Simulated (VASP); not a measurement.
Wanted: the native input for a VASP 6.6.1 run.

```yaml
Task: single point
Functional: RPBE
Dispersion: D3(BJ)
Potentials_or_basis: VASP PAW PBE potentials, release 64 (Mg)
Cutoff: 520 eV
k_mesh: 10 × 10 × 3
Occupations: fermi-dirac, width 0.05 eV
Spin: no spin polarisation
Dipole_correction: no
Further_INCAR_settings: ALGO = Normal; EDIFF = 1e-06; NBANDS = 12
```

The structure of Mg lies in POSCAR:

```
Mg
1.0
    2.8812350899      0.0000000000      0.0000000000
   -1.4406175449      2.4952227821      0.0000000000
    0.0000000000      0.0000000000      9.3626585103
Mg
4
Direct
    0.6666666667      0.3333333333      0.7500000000
    0.0000000000      0.0000000000      0.5000000000
    0.3333333333      0.6666666667      0.2500000000
    0.0000000000      0.0000000000      0.0000000000
```

These files were run (other wordings do the same):

INCAR

```
ALGO     = Normal         # electronic algorithm
EDIFF    = 1E-6           # SCF threshold, eV
ENCUT    = 520            # plane-wave cutoff, eV
GGA      = RP             # functional
ISIF     = 2              # what is computed and relaxed
ISMEAR   = -1             # smearing method
IVDW     = 12             # dispersion correction
LASPH    = T              # aspherical terms in the spheres
LCHARG   = F              # write CHGCAR
LREAL    = F              # projectors in reciprocal space
LWAVE    = F              # write WAVECAR
NBANDS   = 12             # bands
NELM     = 60             # most SCF steps
PREC     = Accurate       # precision mode
SIGMA    = 0.05           # smearing width, eV
```

KPOINTS

```
k-points
0
Gamma
  10 10 3
```

Potentials or basis: VASP PAW PBE potentials, release 64 (Mg).

Run with:

```sh
$ cat potpaw_PBE.64/Mg/POTCAR > POTCAR
$ mpirun -np 1 vasp_std > vasp.out
```

It gave:

```json
{
 "Pressure": "-0.1 GPa",
 "Band gap on the k mesh": "zero (band 4 reaches 5.14 eV, above the bottom of band 5 at 3.39 eV)",
 "Dispersion energy per atom": "-1.967 eV"
}
```

Caveat: the PAW data sets were made with another functional, which shifts forces and pressure a little; pairwise dispersion overbinds metals, which lowers pressure and volume.

Wall time 11 s on 1 thread of AMD EPYC 9R45 96-Core Processor (Zen 5) (shared host), peak memory 0.16 GiB.
